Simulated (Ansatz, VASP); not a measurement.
**Two plane-wave programs on Al2O3**

File INCAR:

```
  PREC = Accurate
  ENCUT = 520
  EDIFF = 1E-7
  ISMEAR = 0
  SIGMA = 0.05
  LREAL = False
  LASPH = True
  NELM = 60
  ALGO = Normal
  ISIF = 2
  LWAVE = False
  LCHARG = False
  GGA = PS
  NBANDS = 35
```

KPOINTS

```
regular mesh
0
Gamma
  6 6 6
```

Contents of POSCAR:

```
Al2O3
1.0
    2.5032663946      1.4452615268      3.9429783403
   -2.5032663946      1.4452615268      3.9429783403
    0.0000000000     -2.8905230535      3.9429783403
Al O
4 6
Direct
    0.8405082487      0.8405082487      0.8405082487
    0.6594917513      0.6594917513      0.6594917513
    0.1594917513      0.1594917513      0.1594917513
    0.3405082487      0.3405082487      0.3405082487
    0.0558571577      0.4441428423      0.7500000000
    0.7500000000      0.0558571577      0.4441428423
    0.4441428423      0.7500000000      0.0558571577
    0.9441428423      0.5558571577      0.2500000000
    0.2500000000      0.9441428423      0.5558571577
    0.5558571577      0.2500000000      0.9441428423
```

Input for Ansatz:

```yaml
crystal:
  lattice:
    - [2.5032663946, 1.4452615268, 3.9429783403]
    - [-2.5032663946, 1.4452615268, 3.9429783403]
    - [0.0, -2.8905230535, 3.9429783403]
  atoms:
    - { symbol: Al, position: [0.8405082487, 0.8405082487, 0.8405082487] }
    - { symbol: Al, position: [0.6594917513, 0.6594917513, 0.6594917513] }
    - { symbol: Al, position: [0.1594917513, 0.1594917513, 0.1594917513] }
    - { symbol: Al, position: [0.3405082487, 0.3405082487, 0.3405082487] }
    - { symbol: O, position: [0.0558571577, 0.4441428423, 0.75] }
    - { symbol: O, position: [0.75, 0.0558571577, 0.4441428423] }
    - { symbol: O, position: [0.4441428423, 0.75, 0.0558571577] }
    - { symbol: O, position: [0.9441428423, 0.5558571577, 0.25] }
    - { symbol: O, position: [0.25, 0.9441428423, 0.5558571577] }
    - { symbol: O, position: [0.5558571577, 0.25, 0.9441428423] }
basis:
  ecutwfc: 520.0
kpoints:
  mp_grid: { grid: [6, 6, 6] }
hamiltonian:
  xc: pbesol
  pseudopotentials: { kind: paw, azcp: { folder: soft_1 } }
scf:
  occupations: { method: gaussian, width: 0.05 }
output:
  forces: true
  stress: true
  eigenvalues: true
```

Alike in both runs: task single point; functional PBEsol; k mesh 6 × 6 × 6; occupations gaussian, width 0.05 eV; no spin polarisation.

```csv
,VASP,Ansatz
version,VASP 6.6.1,Ansatz 0.2.0
potentials or method,"VASP PAW PBE potentials, release 64 (Al, O), cutoff 520 eV","scalar-relativistic, plane waves, PAW"
valence electrons in the cell,48,48
```

|  | VASP | Ansatz | Ansatz less VASP |
| --- | --- | --- | --- |
| gap on the k mesh at the Fermi level (eV) | 4.92 | 4.92 | +0.001 |
| least direct gap on the mesh (eV) | 4.92 | 4.92 | +0.001 |
| pressure (GPa) | 7.6 | 7.3 | -0.24 |
| traceless stress, the component that is largest in VASP (GPa) | 52.29 | 52.21 | -0.072 |
| rms of the force components (eV/Å) | 2.225 | 2.205 | -0.0204 |

VASP's potentials were made for PBE, not for PBEsol, and Ansatz warns of the same on its side. Atom by atom the forces differ by 0.024 eV/Å (rms over components). With one functional, cell and mesh, what is left measures potentials, basis and numerics.
